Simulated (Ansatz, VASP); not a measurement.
**MgS: VASP beside Ansatz**

```
Mg S
1.0
    -0.02649    2.61475    2.61475
     2.61475   -0.02649    2.61475
     2.61475    2.61475   -0.02649
Mg S
1 1
Cartesian
  0.0000 0.0000 0.0000
  2.6015 2.6015 2.6015
```

Alike in both runs: task single point; functional PBE; k mesh 6 × 6 × 6; no spin polarisation.

|  | VASP | Ansatz |
| --- | --- | --- |
| version | VASP 6.6.1 | Ansatz 0.2.0 |
| potentials or method | VASP PAW PBE potentials, release 64 (Mg, S), cutoff 600 eV | scalar-relativistic, plane waves, PAW |
| occupations | gaussian, width 0.01 eV | fixed |
| valence electrons in the cell | 8 | 16 |

|  | VASP | Ansatz | Ansatz less VASP |
| --- | --- | --- | --- |
| gap on the k mesh at the Fermi level (eV) | 2.62 | 2.63 | +0.015 |
| least direct gap on the mesh (eV) | 3.38 | 3.40 | +0.012 |
| pressure (GPa) | -1.3 | -1.0 | +0.27 |
| traceless stress, the component that is largest in VASP (GPa) | 0.53 | 0.53 | -0.001 |

VASP's potentials hold 8 valence electrons a cell and Ansatz's 16, so a difference there can come from the potentials and not from the codes.
